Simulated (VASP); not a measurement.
Sb, 1 atom in the cell. It takes space group I4/mmm (No. 139, tetragonal). Conventional cell: a = 3.153 Å, b = 3.153 Å, c = 5.424 Å, α = 90.00°, β = 90.00°, γ = 90.00°. Within 4.1 Å of Sb (site symmetry 4/mmm) lie 12 Sb at 3.15 to 3.51 Å. 

| Property | Result |
| --- | --- |
| Program | VASP 6.6.1 |
| Task | single point |
| Functional | PBE |
| Potentials or basis | VASP PAW PBE potentials, release 64 (Sb) |
| Cutoff | 520 eV |
| k mesh | 12 × 12 × 12 |
| Occupations | gaussian, width 0.026 eV |
| Spin | no spin polarisation |
| Dipole correction | no |
| Further INCAR settings | ALGO = Normal; EDIFF = 1e-06; NBANDS = 8 |

Potentials or basis: VASP PAW PBE potentials, release 64 (Sb).

Run with:

```bash
$ cat potpaw_PBE.64/Sb/POTCAR > POTCAR
$ mpirun -np 1 vasp_std > vasp.out
```

Hardware: 1 thread of AMD EPYC 9R45 (Zen 5) (shared host).

Task: Estimate the wall time of this run.

Result: It took 28 s on 1 thread of AMD EPYC 9R45 (Zen 5) (shared host), peak memory 0.14 GiB. Counts: scf iterations 9, k points 163.
